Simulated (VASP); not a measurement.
Runs of VASP 6.6.1 on MoF. The structure is that of space group Fm-3m (No. 225), or close to it. The cells are those of the table. 

| task | cell | k mesh | cutoff (eV) | gap on the mesh (eV) | pressure (GPa) | moment (μB) |
| --- | --- | --- | --- | --- | --- | --- |
| single point | a = 3.388 Å, angles 60.0°, 2 atoms | 6 × 6 × 6 | 520 | none | 0.4 | 2.20 |
| single point | a = 3.403 Å, angles 60.0°, 2 atoms | 20 × 20 × 20 | 520 | none | (a) | 2.41 |
| relaxation of cell and atoms | relaxed from a = 3.314 Å, angles 60.0°, 2 atoms | 6 × 6 × 6 | 600 | none | 0.4 | 2.20 |
| single point | a = 3.314 Å, angles 60.0°, 2 atoms | 6 × 6 × 6 | 520 | none | 8.4 | 1.86 |

Alike in all rows: level PBE; potentials or basis VASP PAW PBE potentials, release 64 (Mo_sv, F); spin collinear, ferromagnetic start; smearing gaussian 0.1 eV.

Problem. Estimate the missing entries.

Solution. (a) 0.0.

Caveats: some runs use coarse meshes.

A k mesh can miss the band edges, and the runs leave out spin-orbit coupling on Mo.

A gap of «none» marks levels without a gap at the run's occupations.
